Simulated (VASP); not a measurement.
Set up this calculation in VASP 6.6.1, as the native input.

```yaml
Task: single point
Functional: PBE
Potentials_or_basis: VASP PAW PBE potentials, release 64 (Li_sv, Cl)
Cutoff: 520 eV
k_mesh: 6 × 6 × 4
Occupations: gaussian, width 0.01 eV
Spin: no spin polarisation
Dipole_correction: no
Further_INCAR_settings: ALGO = Normal; EDIFF = 1e-07; NBANDS = 18
```

The structure of LiCl lies in POSCAR:

```
LiCl
1.0
    3.6361495550      0.0000000000      0.0000000000
   -1.8180747775      3.1489978866      0.0000000000
    0.0000000000      0.0000000000      6.1308219704
Li Cl
2 2
Direct
    0.0000000000      0.0000000000      0.0000000000
    0.0000000000      0.0000000000      0.5000000000
    0.3333333333      0.6666666667      0.2500000000
    0.6666666667      0.3333333333      0.7500000000
```

This cell differs from its parent crystal: volume changed by +3%.

The input as run:

INCAR

```
ALGO = Normal ; EDIFF = 1E-7
ENCUT = 520 ; GGA = PE
ISIF = 2 ; ISMEAR = 0
LASPH = True ; LCHARG = True
LELF = True ; LREAL = False
LVHAR = True ; LWAVE = False
NBANDS = 18 ; NELM = 80
PREC = Accurate ; SIGMA = 0.01
```

KPOINTS

```
k-points
0
Gamma
  6 6 4
```

Potentials or basis: VASP PAW PBE potentials, release 64 (Li_sv, Cl).

Run with:

```console
$ cat potpaw_PBE.64/Li_sv/POTCAR potpaw_PBE.64/Cl/POTCAR > POTCAR
$ mpirun -np 1 vasp_std > vasp.out
```

Results of the run:

The band gap on the k mesh is 6.07 eV, direct.

Run time: 20 s on 1 thread of Intel(R) Xeon(R) Platinum 8559C (Emerald Rapids), with other jobs on the host, peak memory 0.18 GiB.
